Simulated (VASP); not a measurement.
A run of VASP 6.6.1 is set up as follows.

INCAR

```
SYSTEM = Si16O
ALGO     = Normal         ! electronic algorithm
EDIFF    = 1E-6           ! SCF threshold, eV
ENCUT    = 520            ! plane-wave cutoff, eV
GGA      = PE             ! functional
ISIF     = 2              ! what is computed and relaxed
ISMEAR   = -1             ! smearing method
ISPIN    = 2              ! spin polarisation
LASPH    = .TRUE.         ! aspherical terms in the spheres
LCHARG   = .FALSE.        ! write CHGCAR
LORBIT   = 11             ! projections on sites
LREAL    = Auto         
LWAVE    = .FALSE.        ! write WAVECAR
MAGMOM   = 0 0 0 0 0 0 0 0 0 0 0 0 0 0 0 0 1 ! initial moments
NBANDS   = 53             ! bands
NELM     = 150            ! most SCF steps
PREC     = Accurate       ! precision mode
SIGMA    = 0.02           ! smearing width, eV
```

KPOINTS

```
k-points
0
G
  2 2 2
  0 0 0
```

File POSCAR:

```
Si16O
1.0
    0.0000000000      5.4300000000      5.4300000000
    5.4300000000      0.0000000000      5.4300000000
    5.4300000000      5.4300000000      0.0000000000
Si O
16 1
Direct
    0.0726611418     -0.0354419890     -0.0100460405
    0.1547237569      0.1241896869      0.1224217311
   -0.0051565378      0.0049171271      0.4893554328
    0.1466390424      0.1288489871      0.6052946593
   -0.0356906077      0.5045303867      0.0290976059
    0.1388674033      0.5903222836      0.1223848987
    0.0097790055      0.5044198895      0.4857090239
    0.0750092081      0.6327992634      0.6503867403
    0.5229465930      0.0380662983     -0.0692633517
    0.6930202578      0.0648250460      0.0969244936
    0.5355156538     -0.0287753223      0.4662338858
    0.6081307551      0.1425322284      0.5738581952
    0.4969889503      0.5751473297     -0.0197513812
    0.6101197053      0.6836556169      0.1499171271
    0.4715285451      0.5097237569      0.5267771639
    0.6405432781      0.6120165746      0.6141528545
    0.6737016575      0.3182136280      1.0606629834
```

Potentials or basis: VASP PAW PBE potentials, release 64 (Si, O).

Command:

```bash
$ cat potpaw_PBE.64/Si/POTCAR potpaw_PBE.64/O/POTCAR > POTCAR
$ mpirun -np 1 vasp_std > vasp.out
```

Question: Estimate the pressure.

Answer: 2.7 GPa.

Question: Predict the net moment.

Answer: 0.00 μB per cell.

Forces in eV/Å, atoms in the order of the input:
```
Si  -0.438 -0.885 -0.271
Si  -0.026 -0.846 -0.229
Si   0.836  0.402  0.109
Si  -0.610  0.408 -0.825
Si  -1.635 -0.066 -0.143
Si   0.314  0.599  1.733
Si  -0.334  0.378 -0.832
Si   0.048  0.977  1.288
Si   1.444  1.147 -0.167
Si   1.117 -0.648  1.951
Si   0.024 -1.742 -0.837
Si  -0.113  0.894  1.713
Si  -0.969  1.670 -0.874
Si  -0.183 -1.054 -1.239
Si  -0.239 -1.314 -0.495
Si   0.865  0.658 -0.326
O   -0.100 -0.579 -0.557
```

Caveat: the k points lie up to 0.50 Å⁻¹ apart; the atoms stand as in a frame of molecular dynamics.
